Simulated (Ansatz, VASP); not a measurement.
KCl: VASP beside Ansatz

Contents of INCAR:

```
  PREC = Accurate
  ENCUT = 520
  EDIFF = 1E-6
  ISMEAR = -1
  SIGMA = 0.02
  LREAL = F
  LASPH = T
  NELM = 60
  ALGO = Normal
  ISIF = 2
  LWAVE = F
  LCHARG = F
  GGA = PE
  NBANDS = 15
```

File KPOINTS:

```
Automatic mesh
0
Gamma
  8 8 8
```

POSCAR

```
KCl
1.0
    0.0000000000      3.2945431022      3.2945431022
    3.2945431022      0.0000000000      3.2945431022
    3.2945431022      3.2945431022      0.0000000000
K Cl
1 1
Direct
    0.0000000000      0.0000000000      0.0000000000
    0.5000000000      0.5000000000      0.5000000000
```

Input for Ansatz:

```yaml
crystal:
  lattice:
    - [0.0, 3.2945431022, 3.2945431022]
    - [3.2945431022, 0.0, 3.2945431022]
    - [3.2945431022, 3.2945431022, 0.0]
  atoms:
    - { symbol: K, position: [0.0, 0.0, 0.0] }
    - { symbol: Cl, position: [0.5, 0.5, 0.5] }
kpoints:
  mp_grid: { grid: [8, 8, 8] }
  band_path:
    path:
      - [0.0, 0.0, 0.0]
      - [0.5, 0.0, 0.5]
      - [0.625, 0.25, 0.625]
      - [0.375, 0.375, 0.75]
      - [0.5, 0.5, 0.5]
      - [0.5, 0.25, 0.75]
    npoints: 1
hamiltonian:
  xc: pbe
scf:
  occupations: { method: fermi_dirac, width: 0.02 }
  n_extra_bands: 4
output:
  forces: true
  stress: true
  eigenvalues: true
```

Change from the starting cell: hydrostatic strain +4.8%.

Alike in both runs: task single point; functional PBE; k mesh 8 × 8 × 8; occupations fermi-dirac, width 0.02 eV; no spin polarisation.

|  | VASP | Ansatz |
| --- | --- | --- |
| version | VASP 6.6.1 | Ansatz 0.2.0 |
| potentials or method | VASP PAW PBE potentials, release 64 (K_sv, Cl) | plane waves, PAW |
| plane-wave cutoff (eV) | 520 | 420 |
| valence electrons in the cell | 16 | 16 |

Ansatz gave:

- gap on the k mesh at the Fermi level (eV): 4.75
- pressure (GPa): -1.2

Task: Estimate VASP's values.

Result: gap on the k mesh at the Fermi level (eV): 4.74; pressure (GPa): -1.2.

The functional is the same, so the differences come from potentials, cutoffs and numerics.
